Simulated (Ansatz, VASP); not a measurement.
## Two plane-wave programs on SnTe

INCAR

```
  PREC = Accurate
  ENCUT = 500
  EDIFF = 1E-6
  ISMEAR = 0
  SIGMA = 0.1
  LREAL = False
  LASPH = True
  NELM = 120
  ALGO = Normal
  ISIF = 2
  LWAVE = False
  LCHARG = False
  NBANDS = 17
  GGA_COMPAT = False
```

KPOINTS

```
Automatic mesh
0
Gamma
  6 6 6
```

File POSCAR:

```
SnTe
1.0
    0.0000000000      3.1500000000      3.1500000000
    3.1500000000      0.0000000000      3.1500000000
    3.1500000000      3.1500000000      0.0000000000
Sn Te
1 1
Direct
    0.0000000000      0.0000000000      0.0000000000
    0.5000000000      0.5000000000      0.5000000000
```

Input for Ansatz:

```yaml
crystal:
  lattice:
    - [0.0, 3.15, 3.15]
    - [3.15, 0.0, 3.15]
    - [3.15, 3.15, 0.0]
  atoms:
    - { symbol: Sn, position: [0.0, 0.0, 0.0] }
    - { symbol: Te, position: [0.5, 0.5, 0.5] }
basis:
  ecutwfc: 420
kpoints:
  mp_grid: { grid: [6, 6, 6] }
hamiltonian:
  xc: lda
  pseudopotentials: { kind: paw, azcp: { folder: soft_1 } }
scf:
  occupations: { method: gaussian, width: 0.1 }
output:
  forces: true
  stress: true
  eigenvalues: true
```

Alike in both runs: task single point; functional LDA; k mesh 6 × 6 × 6; occupations gaussian, width 0.1 eV; no spin polarisation.

|  | VASP | Ansatz |
| --- | --- | --- |
| version | VASP 6.6.1 | Ansatz 0.2.0 |
| potentials or method | VASP PAW LDA potentials, release 64 (Sn_d, Te), cutoff 500 eV | scalar-relativistic, plane waves, PAW |
| valence electrons in the cell | 20 | 30 |

|  | VASP | Ansatz | Ansatz less VASP |
| --- | --- | --- | --- |
| gap on the k mesh at the Fermi level (eV) | 0.12 | 0.11 | -0.012 |
| least direct gap on the mesh (eV) | 0.12 | 0.11 | -0.012 |
| pressure (GPa) | -1.4 | -1.5 | -0.03 |

Ansatz warns that its potentials were made for another functional, while VASP's fit it. LDA's correlation is that of Perdew and Zunger in VASP and of Perdew and Wang (1992) in Ansatz. VASP's potentials hold 20 valence electrons a cell and Ansatz's 30, so a difference there can come from the potentials and not from the codes.

Neither program's run includes spin-orbit coupling.
